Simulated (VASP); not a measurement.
Set up this calculation in VASP 6.6.1, as the native input.

| Item | Value |
| --- | --- |
| Task | single point |
| Functional | PBE |
| Potentials or basis | VASP PAW PBE potentials, release 64 (Pt) |
| Cutoff | 520 eV |
| k mesh | 18 × 18 × 18 |
| Occupations | gaussian, width 0.1 eV |
| Spin | no spin polarisation |
| Dipole correction | no |
| Further INCAR settings | ALGO = Normal; EDIFF = 1e-06; NBANDS = 11 |

The structure of Pt lies in POSCAR:

```
Pt
1.0
    0.0000000000      1.8876701270      1.8876701270
    1.8876701270      0.0000000000      1.8876701270
    1.8876701270      1.8876701270      0.0000000000
Pt
1
Direct
    0.0000000000      0.0000000000      0.0000000000
```

This cell differs from its parent crystal: strained.

These files were run (other wordings do the same):

INCAR

```
SYSTEM = Pt
PREC = Accurate ; ENCUT = 520
EDIFF = 1E-6 ; ISMEAR = 0
SIGMA = 0.1 ; LREAL = .FALSE.
LASPH = .TRUE. ; NELM = 100
ALGO = Normal ; ISIF = 2
LWAVE = .FALSE. ; LCHARG = .TRUE.
GGA = PE ; LELF = .TRUE.
LVHAR = .TRUE. ; NBANDS = 11
```

KPOINTS

```
regular mesh
0
G
  18 18 18
  0 0 0
```

Potentials or basis: VASP PAW PBE potentials, release 64 (Pt).

Launch:

```sh
$ cat potpaw_PBE.64/Pt/POTCAR > POTCAR
$ mpirun -np 1 vasp_std > vasp.out
```

It gave:

```yaml
Pressure: 55.6 GPa
Band_gap_on_the_k_mesh: zero (band 5 reaches 14.24 eV, above the bottom of band 6 at 11.51 eV)
```

Caveat: the cell differs from its parent crystal (strained); spin-orbit coupling is left out, which moves the levels of the heavy elements.

It took 9.1 s on 1 thread of Intel(R) Xeon(R) 6975P-C (Granite Rapids), on a shared host, peak memory 0.15 GiB.
